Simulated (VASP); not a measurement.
# Ge (Cmmm) in VASP: a series of runs, part 2 of 3

VASP 6.6.1. The steps go on from the part before.

### 3 Single point, LDA

This run uses another cell than the first one, of 18.82 Å³/atom, 1.021 times its volume.

The input, INCAR:

```
ALGO = Normal
EDIFF = 1E-6
ENCUT = 520
GGA = CA
ISIF = 2
ISMEAR = -1
LASPH = True
LCHARG = True
LELF = True
LREAL = False
LVHAR = True
LWAVE = False
NBANDS = 13
NELM = 60
PREC = Accurate
SIGMA = 0.05
```

The input, KPOINTS:

```
k-points
0
Gamma
  11 11 10
```

The input, POSCAR:

```
Ge
1.0
    1.3782662934     -2.5653695835      0.0000000000
    1.3782662934      2.5653695835      0.0000000000
    0.0000000000      0.0000000000      2.6617639486
Ge
1
Direct
    0.5000000000      0.5000000000      0.0000000000
```

Potentials or basis: VASP PAW LDA potentials, release 64 (Ge_d).

The run is started by

```
$ cat potpaw_LDA.64/Ge_d/POTCAR > POTCAR
$ mpirun -np 1 vasp_std > vasp.out
```

It took 10 s on 1 thread of Intel Xeon 6975P-C (Granite Rapids), shared host; peak memory 0.15 GiB.

The run converged. Its results:

* Free energy: -4.9833 eV
* Pressure: -3.3 GPa
* Band gap on the k mesh: zero (band 7 reaches 13.20 eV, above the bottom of band 8 at 3.85 eV)

Stress tensor (GPa, compression positive):
```
-1.78  0.00  0.00
 0.00 -5.04  0.00
 0.00  0.00 -2.99
```

Levels at points of the mesh, in eV from the Fermi level:
```csv
k point,band 4,band 5,band 6,band 7,band 8,band 9,band 10,band 11
"(0.00, 0.00, 0.00)",-24.57,-24.55,-13.16,6.86,7.36,8.93,10.47,12.86
"(0.00, 0.00, 0.50)",-24.63,-24.59,-9.23,-5.86,10.30,11.87,16.49,16.53
```

### 4 Single point, LDA

This run uses another cell than the first one, of 19.21 Å³/atom, 1.043 times its volume.

The input, INCAR:

```
SYSTEM = Ge
PREC = Accurate ; ENCUT = 520
EDIFF = 1E-6 ; ISMEAR = -1
SIGMA = 0.05 ; LREAL = .False.
LASPH = .True. ; NELM = 100
ALGO = Normal ; ISIF = 2
LWAVE = .False. ; LCHARG = .True.
GGA = CA ; LELF = .True.
LVHAR = .True. ; NBANDS = 13
```

The input, KPOINTS:

```
Automatic mesh
0
Gamma
  11 11 10
  0 0 0
```

The input, POSCAR:

```
Ge
1.0
    1.3877718785     -2.5830623466      0.0000000000
    1.3877718785      2.5830623466      0.0000000000
    0.0000000000      0.0000000000      2.6801215215
Ge
1
Direct
    0.5000000000      0.5000000000      0.0000000000
```

Potentials or basis: VASP PAW LDA potentials, release 64 (Ge_d).

The run is started by

```
$ cat potpaw_LDA.64/Ge_d/POTCAR > POTCAR
$ mpirun -np 1 vasp_std > vasp.out
```

OUTCAR:

```text
SYSTEM = Ge
   PREC = Accurate
   ENCUT = 520
   EDIFF = 1E-6
   ISMEAR = -1
   LREAL = .False.
   LASPH = .True.
   NELM = 100
   ISIF = 2
   GGA = CA

 ion  position               nearest neighbor table
   1  0.500  0.500  0.000-

  LATTYP: Found a base centered orthorhombic cell.
 ALAT       =     2.7755437570
 B/A-ratio  =     1.8613018369
 C/A-ratio  =     0.9656203455

  Lattice vectors:

 A1 = (   1.3877718785,  -2.5830623466,   0.0000000000)
 A2 = (   1.3877718785,   2.5830623466,   0.0000000000)
 A3 = (   0.0000000000,   0.0000000000,   2.6801215215)

Analysis of symmetry for initial positions (statically):
=====================================================================
 Subroutine PRICEL returns:
 Original cell was already a primitive cell.

 Routine SETGRP: Setting up the symmetry group for a
 base centered orthorhombic supercell.

 Subroutine GETGRP returns: Found  8 space group operations
 (whereof  8 operations were pure point group operations)
 out of a pool of  8 trial point group operations.

The static configuration has the point symmetry D_2h.

Analysis of symmetry for dynamics (positions and initial velocities):
=====================================================================
 Subroutine PRICEL returns:
 Original cell was already a primitive cell.

 Routine SETGRP: Setting up the symmetry group for a
 base centered orthorhombic supercell.

 Subroutine GETGRP returns: Found  8 space group operations
 (whereof  8 operations were pure point group operations)
 out of a pool of  8 trial point group operations.

The dynamic configuration has the point symmetry D_2h.

 Subroutine INISYM returns: Found  8 space group operations
 (whereof  8 operations are pure point group operations),
 and found     1 'primitive' translations

[... 112 lines left out ...]
     AMIX_MAG =   1.60;   BMIX_MAG =  1.00
  volume/ion in A,a.u.               =      19.21       129.67
  Fermi-wavevector in a.u.,A,eV,Ry     =   1.473121  2.783795 29.525797  2.170085
  Thomas-Fermi vector in A             =   2.588052
   LORBIT       =      0    0 simple, 1 ext, 2 COOP (PROOUT), +10 PAW based schemes
   GGA     = CA    functional components
   LHFCALC =     F    Hartree Fock is set to
   AEXX    =    0.0000 exact exchange contribution
   IVDW    =     0    specifies the selected vdW correction
   LEPSILON=     F    determine dielectric tensor
   LRPA    =     F    only Hartree local field effects (RPA)
 non-spin polarized calculation
  energy-cutoff  :      520.00
  volume of cell :       19.21
 maximum number of plane-waves:       530
 NGX is ok and might be reduce to    24
   NGX = 11   NGY = 11   NGZ =  9

 number of electron      13.9999994 magnetization

 Free energy of the ion-electron system (eV)
  ---------------------------------------------------
  ext. energy  EPLUGINS =         0.00000000
  ---------------------------------------------------
  free energy    TOTEN  =        -4.97420502 eV

  energy without entropy =       -4.97033198  energy(sigma->0) =       -4.97226850

 E-fermi :   6.1133     XC(G=0): -11.4222

 val. band max:        6.1083675154   @ k =   0.3636   0.1818   0.1000
 cond. band min:       6.1302312074   @ k =   0.4545   0.0909   0.4000
 fundamental gap:      0.0218636920
 Fermi energy:         6.1132692180

 k-point     1 :       0.0000    0.0000    0.0000
  band No.  band energies     occupation
      1     -18.6821      2.00000
      2     -18.6216      2.00000
      3     -18.5679      2.00000
      4     -18.4573      2.00000
      5     -18.4369      2.00000
      6      -6.8767      2.00000
      7      12.8614      0.00000
      8      13.3271      0.00000
      9      14.8564      0.00000
     10      16.4996      0.00000
     11      18.8304      0.00000
     12      21.2882      0.00000
     13      21.3515      0.00000
[... 354 lines left out ...]
  band No.  band energies     occupation
      1     -18.6727      2.00000
      2     -18.6175      2.00000
      3     -18.5415      2.00000
      4     -18.4698      2.00000
      5     -18.4393      2.00000
      6      -6.1595      2.00000
      7       8.4060      0.00000
      8      13.4132      0.00000
      9      13.5321      0.00000
     10      16.9344      0.00000
     11      18.4558      0.00000
     12      24.1925      0.00000
     13      24.1962      0.00000

 [... further k-points ...]
[... 5 lines left out ...]
  --------------------------------------------------------------------------------------
  -------------------------------------------------------------------------------------
  Total       -0.3803365     -0.7539776     -0.5103907      0.0000000      0.0000000      0.0000000
  in kB      -31.7132800    -62.8682782    -42.5574817      0.0000000      0.0000000      0.0000000
  external PRESSURE =     -45.7130133 kB  Pullay stress =       0.0000000 kB

 VOLUME and BASIS-vectors are now :
 -----------------------------------------------------------------------------
  energy-cutoff  :      520.00
  volume of cell :       19.21
      direct lattice vectors                 reciprocal lattice vectors
     1.387771878 -2.583062347  0.000000000     0.360289762 -0.193568692  0.000000000
     1.387771878  2.583062347  0.000000000     0.360289762  0.193568692  0.000000000
     0.000000000  0.000000000  2.680121521     0.000000000  0.000000000  0.373117410

 POSITION                                       TOTAL-FORCE (eV/Angst)
 -----------------------------------------------------------------------------------
      1.38777      0.00000      0.00000         0.000000      0.000000      0.000000
 -----------------------------------------------------------------------------------
    total drift:                               -0.000000     -0.000000     -0.000000

  FREE ENERGIE OF THE ION-ELECTRON SYSTEM (eV)
  ---------------------------------------------------
  free  energy   TOTEN  =        -4.9742050170 eV

  energy  without entropy=       -4.9703319802  energy(sigma->0) =       -4.97226850
```

stdout:

```text
POSCAR found type information on POSCAR Ge
 POSCAR found :  1 types and       1 ions
 scaLAPACK will be used
 LDA part: xc-table for (Slater(with rela. corr.)+CA(PZ))
 , standard interpolation
 POSCAR, INCAR and KPOINTS ok, starting setup
 FFT: planning ... GRIDC
 FFT: planning ... GRID_SOFT
 FFT: planning ... GRID
 WAVECAR not read
 entering main loop
```

It took 11 s on 1 thread of Intel Xeon 6975P-C (Granite Rapids), shared host; peak memory 0.16 GiB.

What came out:

```
Free energy            : -4.9742 eV
Pressure               : -4.6 GPa
Band gap on the k mesh : zero (band 7 reaches 12.86 eV, above the bottom of band 8 at 3.70 eV)
```

Levels at points of the mesh, in eV from the Fermi level:
```tsv
k point	band 3	band 4	band 5	band 6	band 7	band 8	band 9	band 10	band 11	band 12
(0.00, 0.00, 0.00)	-24.68	-24.57	-24.55	-12.99	6.75	7.21	8.74	10.39	12.72	15.17
(0.00, 0.00, 0.50)	-24.64	-24.62	-24.59	-9.16	-5.73	10.07	11.59	16.30	16.35	17.54
```

(Continued in part 3 of 3.)
